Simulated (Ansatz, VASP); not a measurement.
# Sn in VASP and in Ansatz

```
CELL_PARAMETERS angstrom
0.00000 3.23334 3.23334
3.23334 0.00000 3.23334
3.23334 3.23334 0.00000
ATOMIC_POSITIONS crystal
Sn 0.50000 0.50000 0.50000
Sn 0.75000 0.75000 0.75000
```

Alike in both runs: task single point; functional PBE; k mesh 10 × 10 × 10; occupations gaussian, width 0.05 eV; non-collinear spin, spin-orbit coupling.

|  | VASP | Ansatz |
| --- | --- | --- |
| version | VASP 6.6.1 | Ansatz 0.2.0 |
| potentials or method | VASP PAW PBE potentials, release 64 (Sn_d), cutoff 520 eV | plane waves, PAW |
| valence electrons in the cell | 28 | 28 |

```tsv
	VASP	Ansatz	Ansatz less VASP
pressure (GPa)	3.8	3.8	+0.02
```

The functional is the same, so the differences come from potentials, cutoffs and numerics.
